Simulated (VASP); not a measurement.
# BiTe (I4mm) in VASP: a series of runs

The runs below take BiTe through single point, with PBEsol.

Everything below comes from runs of VASP 6.6.1. Logs are shortened: lines on timing, memory, paths and dates and some standing lists are left out, and cuts for length are marked.

### Step 1. The cell of the first run

It takes space group I4mm (No. 107, tetragonal). Conventional cell: a = 4.521 Å, b = 4.521 Å, c = 6.394 Å, α = 90.00°, β = 90.00°, γ = 90.00°. Within 4.0 Å of Bi (site symmetry 4mm) lie 6 Te at 3.08 to 3.32 Å. Within 4.0 Å of Te (site symmetry 4mm) lie 6 Bi at 3.08 to 3.32 Å.

### Step 2. Single point, PBEsol (atoms displaced along a vibrational mode)

INCAR reads:

```
SYSTEM = BiTe
ALGO = Normal ; EDIFF = 1E-6
ENCUT = 500 ; GGA = PS
GGA_COMPAT = .FALSE. ; ISIF = 2
ISMEAR = 0 ; LASPH = .TRUE.
LCHARG = .FALSE. ; LREAL = .FALSE.
LWAVE = .FALSE. ; NBANDS = 18
NELM = 120 ; PREC = Accurate
SIGMA = 0.15
```

KPOINTS reads:

```
k-points
0
G
  16 16 16
  0 0 0
```

POSCAR reads:

```
BiTe
1.0
    0.0000000000      3.1971538277      3.1971538277
    3.1971538277      0.0000000000      3.1971538277
    3.1971538277      3.1971538277      0.0000000000
Bi Te
1 1
Direct
   -0.0071616461      0.0071616461     -0.0071616461
    0.5117291823      0.4882708177      0.5117291823
```

Potentials or basis: VASP PAW PBE potentials, release 64 (Bi_d, Te).

The run is started by

```sh
$ cat potpaw_PBE.64/Bi_d/POTCAR potpaw_PBE.64/Te/POTCAR > POTCAR
$ mpirun -np 1 vasp_std > vasp.out
```

OUTCAR:

```text
SYSTEM = BiTe
   EDIFF = 1E-6
   ENCUT = 500
   GGA = PS
   ISIF = 2
   ISMEAR = 0
   LASPH = .TRUE.
   LREAL = .FALSE.
   NELM = 120
   PREC = Accurate

 ion  position               nearest neighbor table
   1  0.993  0.007  0.993-   2 3.08   2 3.20   2 3.20   2 3.20   2 3.20   2 3.32
   2  0.512  0.488  0.512-   1 3.08   1 3.20   1 3.20   1 3.20   1 3.20   1 3.32

  LATTYP: Found a face centered cubic cell.
 ALAT       =     6.3943076554

  Lattice vectors:

 A1 = (   0.0000000000,   3.1971538277,   3.1971538277)
 A2 = (   3.1971538277,   0.0000000000,   3.1971538277)
 A3 = (   3.1971538277,   3.1971538277,   0.0000000000)

Analysis of symmetry for initial positions (statically):
=====================================================================
 Subroutine PRICEL returns:
 Original cell was already a primitive cell.

 Routine SETGRP: Setting up the symmetry group for a
 face centered cubic supercell.

 Subroutine GETGRP returns: Found  8 space group operations
 (whereof  8 operations were pure point group operations)
 out of a pool of 48 trial point group operations.

The static configuration has the point symmetry C_4v.

Analysis of symmetry for dynamics (positions and initial velocities):
=====================================================================
 Subroutine PRICEL returns:
 Original cell was already a primitive cell.

 Routine SETGRP: Setting up the symmetry group for a
 face centered cubic supercell.

 Subroutine GETGRP returns: Found  8 space group operations
 (whereof  8 operations were pure point group operations)
 out of a pool of 48 trial point group operations.

The dynamic configuration has the point symmetry C_4v.

 Subroutine INISYM returns: Found  8 space group operations
 (whereof  8 operations are pure point group operations),
 and found     1 'primitive' translations

----------------------------------------------------------------------------------------

                                     Primitive cell

  volume of cell :      65.3613

  direct lattice vectors                    reciprocal lattice vectors
     0.000000000  3.197153828  3.197153828    -0.156389097  0.156389097  0.156389097
     3.197153828  0.000000000  3.197153828     0.156389097 -0.156389097  0.156389097
     3.197153828  3.197153828  0.000000000     0.156389097  0.156389097 -0.156389097

  length of vectors
     4.521458304  4.521458304  4.521458304     0.270873862  0.270873862  0.270873862

[... 73 lines left out ...]
   ICHARG =      2    charge: 1-file 2-atom 10-const
   ISPIN  =      1    spin polarized calculation?
   LNONCOLLINEAR =      F non collinear calculations
   LSORBIT =      F    spin-orbit coupling
   LASPH  =      T    aspherical Exc in radial PAW
   ENCUT  =  500.0 eV  36.75 Ry    6.06 a.u.   8.24  8.24  8.24*2*pi/ulx,y,z
   NELM   =    120;   NELMIN=  2; NELMDL= -5     # of ELM steps
   EDIFF  = 0.1E-05   stopping-criterion for ELM
   LREAL  =      F    real-space projection
   EDIFFG = 0.1E-04   stopping-criterion for IOM
   NSW    =      0    number of steps for IOM
   IBRION =     -1    ionic relax: 0-MD 1-quasi-New 2-CG
   NFREE  =      0    steps in history (QN), initial steepest desc. (CG)
   ISIF   =      2    stress and relaxation
   ISYM   =      2    0-nonsym 1-usesym 2-fastsym
   POTIM  = 0.5000    time-step for ionic-motion
   TEBEG  =    0.0;   TEEND  =   0.0 temperature during run
   PSTRESS=    0.0 pullay stress
   NELECT =      21.0000    total number of electrons
   NUPDOWN=      -1.0000    fix difference up-down
   EMIN   =  10.00;   EMAX   =-10.00  energy-range for DOS
   EFERMI =   0.00;   METHOD = LEGACY
   ISMEAR =     0;   SIGMA  =   0.15  broadening in eV -4-tet -1-fermi 0-gaus
   EFERMI_NEDOS =   21; number of points for ismear=-14 and -15
   IALGO  =     38    algorithm
   IMIX   =      4    mixing-type and parameters
     AMIX     =   0.40;   BMIX     =  1.00
     AMIX_MAG =   1.60;   BMIX_MAG =  1.00
  volume/ion in A,a.u.               =      32.68       220.54
  Fermi-wavevector in a.u.,A,eV,Ry     =   1.121264  2.118881 17.105681  1.257232
  Thomas-Fermi vector in A             =   2.257916
   LORBIT       =      0    0 simple, 1 ext, 2 COOP (PROOUT), +10 PAW based schemes
   GGA     = PS    functional components
   LHFCALC =     F    Hartree Fock is set to
   AEXX    =    0.0000 exact exchange contribution
   IVDW    =     0    specifies the selected vdW correction
   LEPSILON=     F    determine dielectric tensor
   LRPA    =     F    only Hartree local field effects (RPA)
 non-spin polarized calculation
 Gauss-broadening in eV      SIGMA  =   0.15
  energy-cutoff  :      500.00
  volume of cell :       65.36
 maximum number of plane-waves:      1678
 NGX is ok and might be reduce to    36
   NGX = 17   NGY = 17   NGZ = 17

 number of electron      20.9999996 magnetization

 Free energy of the ion-electron system (eV)
  ---------------------------------------------------
  ext. energy  EPLUGINS =         0.00000000
  ---------------------------------------------------
  free energy    TOTEN  =        -7.97189556 eV

  energy without entropy =       -7.95604077  energy(sigma->0) =       -7.96396816

 E-fermi :   6.9449     XC(G=0):  -9.7484

 val. band max:        6.9363473490   @ k =   0.4375   0.1875  -0.3125
 cond. band min:       6.9470621289   @ k =   0.0625   0.0000   0.5000
 fundamental gap:      0.0107147799
 Fermi energy:         6.9449130551

 k-point     1 :       0.0000    0.0000    0.0000
  band No.  band energies     occupation
      1     -16.1538      2.00000
      2     -16.1430      2.00000
      3     -16.1428      2.00000
      4     -16.1428      2.00000
      5     -16.1363      2.00000
      6      -6.8776      2.00000
[... 481 lines left out ...]
      5     -16.1298      2.00000
      6      -4.9294      2.00000
[... 10 lines left out ...]
     17      15.2506      0.00000
     18      16.2300      0.00000

 [... further k-points ...]
[... 5 lines left out ...]
  --------------------------------------------------------------------------------------
  -------------------------------------------------------------------------------------
  Total        0.0797159      0.2405155      0.0797159     -0.0000000      0.0000000     -0.0000000
  in kB        1.9540472      5.8956696      1.9540472     -0.0000000      0.0000000     -0.0000000
  external PRESSURE =       3.2679213 kB  Pullay stress =       0.0000000 kB

 VOLUME and BASIS-vectors are now :
 -----------------------------------------------------------------------------
  energy-cutoff  :      500.00
  volume of cell :       65.36
      direct lattice vectors                 reciprocal lattice vectors
     0.000000000  3.197153828  3.197153828    -0.156389097  0.156389097  0.156389097
     3.197153828  0.000000000  3.197153828     0.156389097 -0.156389097  0.156389097
     3.197153828  3.197153828  0.000000000     0.156389097  0.156389097 -0.156389097

 POSITION                                       TOTAL-FORCE (eV/Angst)
 -----------------------------------------------------------------------------------
      3.19715      6.34851      3.19715         0.000000      0.367919      0.000000
      3.19715      3.27215      3.19715         0.000000     -0.367919      0.000000
 -----------------------------------------------------------------------------------
    total drift:                               -0.000000      0.000153     -0.000000

  FREE ENERGIE OF THE ION-ELECTRON SYSTEM (eV)
  ---------------------------------------------------
  free  energy   TOTEN  =        -7.9718955614 eV

  energy  without entropy=       -7.9560407679  energy(sigma->0) =       -7.96396816
```

stdout:

```text
POSCAR found type information on POSCAR BiTe
 POSCAR found :  2 types and       2 ions
 scaLAPACK will be used
 -----------------------------------------------------------------------------
|                                                                             |
|                                                                             |
|     You enforced a specific xc type in the INCAR file but a different       |
|     I HOPE YOU KNOW WHAT YOU ARE DOING!                                     |
|                                                                             |
 -----------------------------------------------------------------------------

 LDA part: xc-table for (Slater+PW92), standard interpolation
 POSCAR, INCAR and KPOINTS ok, starting setup
 FFT: planning ... GRIDC
 FFT: planning ... GRID_SOFT
 FFT: planning ... GRID
 WAVECAR not read
 entering main loop
```

Wall time 5.8 min (1 thread of Intel Xeon Platinum 8259CL at 2.50GHz (Skylake/Cascade Lake), shared host); peak memory 0.5 GiB.

What came out:

```yaml
Free_energy: -7.9719 eV
Pressure: 0.3 GPa
Largest_force: 0.368 eV/Å
Band_gap_on_the_k_mesh: zero (an odd number of electrons rules out a gap without spin polarisation)
```

Forces in eV/Å, atoms in the order of the input:
```
Bi   0.000  0.368  0.000
Te   0.000 -0.368  0.000
```

Stress tensor (GPa, compression positive):
```
0.20 0.00 0.00
0.00 0.59 0.00
0.00 0.00 0.20
```

Caveat: the cell differs from its parent crystal (atoms displaced along a vibrational mode); the PAW data sets were made with another functional, which shifts forces and pressure a little; spin-orbit coupling is left out, which moves the levels of the heavy elements.

### Step 3. Single point, PBEsol (atoms displaced along a vibrational mode)

INCAR reads:

```
ALGO = Normal
EDIFF = 1E-6
ENCUT = 500
GGA = PS
GGA_COMPAT = F
ISIF = 2
ISMEAR = 0
LASPH = T
LCHARG = T
LELF = T
LREAL = F
LVHAR = T
LWAVE = F
NBANDS = 18
NELM = 120
PREC = Accurate
SIGMA = 0.15
```

KPOINTS reads:

```
k-points
0
Gamma
  16 16 16
```

POSCAR reads:

```
BiTe
1.0
    0.0000000000      3.1971538277      3.1971538277
    3.1971538277      0.0000000000      3.1971538277
    3.1971538277      3.1971538277      0.0000000000
Bi Te
1 1
Direct
   -0.0035808230      0.0035808230     -0.0035808230
    0.5058645911      0.4941354089      0.5058645911
```

Potentials or basis: VASP PAW PBE potentials, release 64 (Bi_d, Te).

The run is started by

```sh
$ cat potpaw_PBE.64/Bi_d/POTCAR potpaw_PBE.64/Te/POTCAR > POTCAR
$ mpirun -np 1 vasp_std > vasp.out
```

Wall time 10 min (1 thread of AMD EPYC 7R13, shared host); peak memory 0.48 GiB.

Results (log left out):

* Free energy: -7.9885 eV
* Pressure: 0.1 GPa
* Largest force: 0.182 eV/Å
* Band gap on the k mesh: zero (an odd number of electrons rules out a gap without spin polarisation)

Forces on the atoms (eV/Å):
```
Bi   0.000  0.182  0.000
Te   0.000 -0.182  0.000
```

Stress tensor (GPa, compression positive):
```
0.08 0.00 0.00
0.00 0.18 0.00
0.00 0.00 0.08
```

Levels at points of the mesh, in eV from the Fermi level:
| k point | band 8 | band 9 | band 10 | band 11 | band 12 | band 13 |
| --- | --- | --- | --- | --- | --- | --- |
| (0.00, 0.00, 0.00) | -2.64 | -2.62 | -2.62 | 2.21 | 2.21 | 2.23 |
| (0.50, 0.00, 0.00) | -2.01 | -1.98 | -1.61 | -0.86 | -0.68 | -0.65 |
| (0.50, 0.50, 0.00) | -5.92 | -4.18 | -4.17 | 2.01 | 3.77 | 3.79 |
| (0.50, 0.00, 0.50) | -5.91 | -4.18 | -4.18 | 2.05 | 3.76 | 3.76 |

Caveat: the cell differs from its parent crystal (atoms displaced along a vibrational mode); the PAW data sets were made with another functional, which shifts forces and pressure a little; spin-orbit coupling is left out, which moves the levels of the heavy elements.
